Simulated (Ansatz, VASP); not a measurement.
**MgH2 in VASP and in Ansatz**

Contents of INCAR:

```
SYSTEM = MgH2
ALGO = Normal
EDIFF = 1E-6
ENCUT = 520
GGA = PE
ISIF = 2
ISMEAR = 0
LASPH = .TRUE.
LCHARG = .TRUE.
LELF = .TRUE.
LREAL = .FALSE.
LVHAR = .TRUE.
LWAVE = .FALSE.
NBANDS = 13
NELM = 60
PREC = Accurate
SIGMA = 0.01
```

File KPOINTS:

```
k-points
0
G
  6 6 8
  0 0 0
```

Contents of POSCAR:

```
MgH2
1.0
    4.4848772637      0.0000000000      0.0000000000
    0.0000000000      4.4848772637      0.0000000000
    0.0000000000      0.0000000000      2.9964754811
Mg H
2 4
Direct
    0.0000000000      0.0000000000      0.0000000000
    0.5000000000      0.5000000000      0.5000000000
    0.3046815063      0.3046815063      0.0000000000
    0.1953184937      0.8046815063      0.5000000000
    0.8046815063      0.1953184937      0.5000000000
    0.6953184937      0.6953184937      0.0000000000
```

Input for Ansatz:

```yaml
crystal:
  lattice:
    - [4.4848772637, 0.0, 0.0]
    - [0.0, 4.4848772637, 0.0]
    - [0.0, 0.0, 2.9964754811]
  atoms:
    - { symbol: Mg, position: [0.0, 0.0, 0.0] }
    - { symbol: Mg, position: [0.5, 0.5, 0.5] }
    - { symbol: H, position: [0.3046815063, 0.3046815063, 0.0] }
    - { symbol: H, position: [0.1953184937, 0.8046815063, 0.5] }
    - { symbol: H, position: [0.8046815063, 0.1953184937, 0.5] }
    - { symbol: H, position: [0.6953184937, 0.6953184937, 0.0] }
kpoints:
  mp_grid: { grid: [6, 6, 8] }
  band_path:
    path:
      - [0.0, 0.0, 0.0]
      - [0.0, 0.5, 0.0]
      - [0.5, 0.5, 0.0]
      - [0.0, 0.0, 0.5]
      - [0.0, 0.5, 0.5]
      - [0.5, 0.5, 0.5]
      - [0.15625, 0.15625, -0.085937]
      - [0.395833, 0.395833, -0.5]
      - [0.35, 0.35, 0.5]
    npoints: 1
hamiltonian:
  xc: pbe
scf:
  occupations: { method: fixed }
  n_extra_bands: 5
output:
  forces: true
  stress: true
  eigenvalues: true
```

Alike in both runs: task single point; functional PBE; k mesh 6 × 6 × 8; no spin polarisation.

|  | VASP | Ansatz |
| --- | --- | --- |
| version | VASP 6.6.1 | Ansatz 0.2.0 |
| potentials or method | VASP PAW PBE potentials, release 64 (Mg, H) | plane waves, PAW |
| plane-wave cutoff (eV) | 520 | 420 |
| occupations | gaussian, width 0.01 eV | fixed |
| valence electrons in the cell | 8 | 24 |

```csv
,VASP,Ansatz,Ansatz less VASP
gap on the k mesh at the Fermi level (eV),3.84,3.84,+0.009
pressure (GPa),0.7,1.0,+0.29
"traceless stress, the component that is largest in VASP (GPa)",0.12,0.17,+0.050
rms of the force components (eV/Å),0.008,0.008,-0.0002
```

Atom by atom the forces differ by 0.000 eV/Å (rms over components). VASP's potentials hold 8 valence electrons a cell and Ansatz's 24, so a difference there can come from the potentials and not from the codes.
